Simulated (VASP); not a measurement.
Crystal: Si.

```
Si
1.0
     0.00000    2.73988    2.73988
     2.73988    0.00000    2.73988
     2.73988    2.73988    0.00000
Si
2
Direct
  0.50000 0.50000 0.50000
  0.75000 0.75000 0.75000
```

Base run:

| Quantity | Value |
| --- | --- |
| Program | VASP 6.6.1 |
| Functional | BLYP |
| Dispersion | D3(BJ) |
| Potentials or basis | VASP PAW PBE potentials, release 64 (Si) |
| Cutoff | 520 eV |
| k mesh | 8 × 8 × 8 |
| Occupations | fermi-dirac, width 0.05 eV |
| Spin | no spin polarisation |

Its results: band gap on the k mesh 0.88 eV, indirect (least direct gap 2.69 eV); pressure -2.7 GPa.

**Question.** After a change of settings the same cell gave: band gap on the k mesh 0.66 eV, indirect (least direct gap 2.55 eV); pressure -2.8 GPa. Which change was it?
A. functional from BLYP to RPBE
B. functional from BLYP to PBE
C. functional from BLYP to r2SCAN; further incar settings from ALGO = Normal; EDIFF = 1e-06; NBANDS = 11 to ALGO = Normal; EDIFF = 1e-07; NBANDS = 11
D. functional from BLYP to revPBE; dispersion from D3(BJ) to none

**Answer.** B.

Caveats: the PAW data sets were made with another functional, which shifts forces and pressure a little (some runs).
